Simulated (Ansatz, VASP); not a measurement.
**Ni: VASP beside Ansatz**

Contents of POSCAR:

```
Ni
1.0
    0.0000000000      1.7380692764      1.7380692764
    1.7380692764      0.0000000000      1.7380692764
    1.7380692764      1.7380692764      0.0000000000
Ni
1
Direct
    0.0000000000      0.0000000000      0.0000000000
```

Contents of INCAR.step1:

```
PREC = Accurate
ENCUT = 520
ISMEAR = -1
SIGMA = 0.1
LREAL = False
LASPH = True
NELM = 150
ISPIN = 2
MAGMOM = 0.807
LMAXMIX = 4
NBANDS = 15
GGA = PE
ALGO = Normal
EDIFF = 1E-4
LWAVE = True
LCHARG = False
```

Contents of INCAR.step2:

```
PREC = Accurate
ENCUT = 520
EDIFF = 1E-6
ISMEAR = -1
SIGMA = 0.1
LREAL = False
LASPH = True
NELM = 150
ALGO = Normal
ISIF = 2
LWAVE = False
LCHARG = False
ISPIN = 2
MAGMOM = 0.807
LORBIT = 11
LMAXMIX = 4
METAGGA = R2SCAN
LMIXTAU = True
NBANDS = 15
ISTART = 1
```

The input KPOINTS:

```
regular mesh
0
Gamma
  8 8 8
```

Input for Ansatz:

```yaml
crystal:
  lattice:
    - [0.0, 1.7380692764, 1.7380692764]
    - [1.7380692764, 0.0, 1.7380692764]
    - [1.7380692764, 1.7380692764, 0.0]
  atoms:
    - { symbol: Ni, position: [0.0, 0.0, 0.0], spin: 0.807 }
hamiltonian:
  xc: r2scan
  pseudopotentials:
    kind: paw
    azcp:
      Ni: "pseudopotentials/Ni.paw.azcp"
basis:
  ecutwfc: 500
  fft_grid_basis: typed
kpoints:
  mp_grid: { grid: [8, 8, 8], shift: [0, 0, 0] }
magnetization:
  spin_polarized: true
scf:
  occupations: { method: fermi_dirac, width: 0.1 }
```

Alike in both runs: task single point; functional r2SCAN; k mesh 8 × 8 × 8; occupations fermi-dirac, width 0.1 eV; collinear spin.

```csv
,VASP,Ansatz
version,VASP 6.6.1,Ansatz 0.2.0
potentials or method,"VASP PAW PBE potentials, release 64 (Ni), cutoff 520 eV","plane waves (500 eV) with PAW, scalar-relativistic"
valence electrons in the cell,10,18
```

|  | VASP | Ansatz | Ansatz less VASP |
| --- | --- | --- | --- |
| net moment per atom (μB) | 0.70 | 0.70 | +0.001 |
| size of the moment on the site where the two differ most (μB) | 0.72 | 0.77 | +0.050 |

VASP's potentials were made for PBE, not for r2SCAN. Site moments also hang on the region over which each program counts them. VASP's potentials hold 10 valence electrons a cell and Ansatz's 18, so a difference there can come from the potentials and not from the codes. Ansatz's warnings: stability check not made.

The k mesh is coarse, so the values compare programs but aren't converged.
